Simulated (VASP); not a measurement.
Set up this calculation in VASP 6.6.1, as the native input.

| Quantity | Value |
| --- | --- |
| Task | single point |
| Functional | PBE0 |
| Potentials or basis | VASP PAW PBE potentials, release 64 (Ga_d, P) |
| Cutoff | 520 eV |
| k mesh | 4 × 4 × 4 |
| Occupations | fermi-dirac, width 0.05 eV |
| Spin | no spin polarisation |
| Dipole correction | no |
| Grid for exact exchange (PRECFOCK) | Normal |
| Further INCAR settings | ALGO = Normal; EDIFF = 1e-06; NBANDS = 16 |

GaP:

```xyz
2
Lattice="0.0000 2.7252 2.7252 2.7252 0.0000 2.7252 2.7252 2.7252 0.0000" Properties=species:S:1:pos:R:3 pbc="T T T"
Ga    0.0000    0.0000    0.0000
P     4.0879    4.0879    4.0879
```

One way to write it, as run:

POSCAR

```
GaP
1.0
    0.0000000000      2.7252500000      2.7252500000
    2.7252500000      0.0000000000      2.7252500000
    2.7252500000      2.7252500000      0.0000000000
Ga P
1 1
Direct
    0.0000000000      0.0000000000      0.0000000000
    0.7500000000      0.7500000000      0.7500000000
```

INCAR.step1

```
PREC     = Accurate       # precision mode
ENCUT    = 520            # plane-wave cutoff, eV
EDIFF    = 1E-5           # SCF threshold, eV
ISMEAR   = -1             # smearing method
SIGMA    = 0.05           # smearing width, eV
LREAL    = False          # projectors in reciprocal space
LASPH    = True           # aspherical terms in the spheres
NELM     = 60             # most SCF steps
ALGO     = Normal         # electronic algorithm
ISIF     = 2              # what is computed and relaxed
LWAVE    = True           # write WAVECAR
LCHARG   = False          # write CHGCAR
NBANDS   = 16             # bands
GGA      = PE             # functional
```

INCAR.step2

```
PREC     = Accurate       # precision mode
ENCUT    = 520            # plane-wave cutoff, eV
EDIFF    = 1E-6           # SCF threshold, eV
ISMEAR   = -1             # smearing method
SIGMA    = 0.05           # smearing width, eV
LREAL    = False          # projectors in reciprocal space
LASPH    = True           # aspherical terms in the spheres
NELM     = 60             # most SCF steps
ALGO     = Normal         # electronic algorithm
ISIF     = 2              # what is computed and relaxed
LWAVE    = False          # write WAVECAR
LCHARG   = False          # write CHGCAR
GGA      = PE             # functional
LHFCALC  = True           # exact exchange
AEXX     = 0.25           # exact-exchange fraction
PRECFOCK = Normal       
NBANDS   = 16             # bands
ISTART   = 1
```

KPOINTS

```
regular mesh
0
Gamma
  4 4 4
```

Potentials or basis: VASP PAW PBE potentials, release 64 (Ga_d, P).

Launch:

```sh
$ cat potpaw_PBE.64/Ga_d/POTCAR potpaw_PBE.64/P/POTCAR > POTCAR
$ cp INCAR.step1 INCAR
$ mpirun -np 1 vasp_std > vasp.out
$ cp INCAR.step2 INCAR
$ mpirun -np 1 vasp_std > vasp.out
```

Results of the run:

```yaml
Pressure: 0.7 GPa
Band_gap_on_the_k_mesh: 3.04 eV, indirect (least direct gap 3.58 eV)
```

Caveat: the k points lie up to 0.50 Å⁻¹ apart; the PAW data sets were made with another functional, which shifts forces and pressure a little.

Run time: 7.6 min on 1 thread of AMD EPYC 7R13 Processor (Zen 3) (shared host), peak memory 0.14 GiB.
